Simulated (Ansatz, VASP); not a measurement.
## Two plane-wave programs on CuI

Contents of POSCAR:

```
CuI
1.0
    0.0000000000      2.9502529380      2.9502529380
    2.9502529380      0.0000000000      2.9502529380
    2.9502529380      2.9502529380      0.0000000000
Cu I
1 1
Direct
    0.2500000000      0.2500000000      0.2500000000
    0.0000000000      0.0000000000      0.0000000000
```

The input INCAR.step1:

```
SYSTEM = CuI
ALGO = Normal
EDIFF = 1E-4
ENCUT = 520
GGA = PE
ISMEAR = 0
LASPH = .True.
LCHARG = .False.
LREAL = .False.
LWAVE = .True.
NBANDS = 16
NELM = 100
PREC = Accurate
SIGMA = 0.02
```

File INCAR.step2:

```
SYSTEM = CuI
ALGO = Normal
EDIFF = 1E-6
ENCUT = 520
ISIF = 2
ISMEAR = 0
ISTART = 1
LASPH = .True.
LCHARG = .False.
LMIXTAU = .True.
LREAL = .False.
LWAVE = .False.
METAGGA = R2SCAN
NBANDS = 16
NELM = 100
PREC = Accurate
SIGMA = 0.02
```

The input KPOINTS:

```
k-points
0
Gamma
  8 8 8
  0 0 0
```

Input for Ansatz:

```yaml
crystal:
  lattice:
    - [0.0, 2.9502529363, 2.9502529363]
    - [2.9502529363, 0.0, 2.9502529363]
    - [2.9502529363, 2.9502529363, 0.0]
  atoms:
    - { symbol: Cu, position: [0.25, 0.25, 0.25] }
    - { symbol: I, position: [0.0, 0.0, 0.0] }
basis:
  ecutwfc: 500
kpoints:
  mp_grid: { grid: [8, 8, 8] }
hamiltonian:
  xc: r2scan
scf:
  occupations: { method: gaussian, width: 0.02 }
output:
  forces: true
  stress: true
  eigenvalues: true
```

Alike in both runs: task single point; functional r2SCAN; k mesh 8 × 8 × 8; occupations gaussian, width 0.02 eV; no spin polarisation.

```csv
,VASP,Ansatz
version,VASP 6.6.1,Ansatz 0.2.0
potentials or method,"VASP PAW PBE potentials, release 64 (Cu, I), cutoff 520 eV","scalar-relativistic, plane waves, PAW"
valence electrons in the cell,18,36
```

```tsv
	VASP	Ansatz	Ansatz less VASP
gap on the k mesh at the Fermi level (eV)	1.87	1.86	-0.008
least direct gap on the mesh (eV)	1.87	1.86	-0.008
pressure (GPa)	3.1	3.2	+0.06
```

VASP's potentials were made for PBE, not for r2SCAN. VASP's potentials hold 18 valence electrons a cell and Ansatz's 36, so a difference there can come from the potentials and not from the codes.

Neither program's run includes spin-orbit coupling.
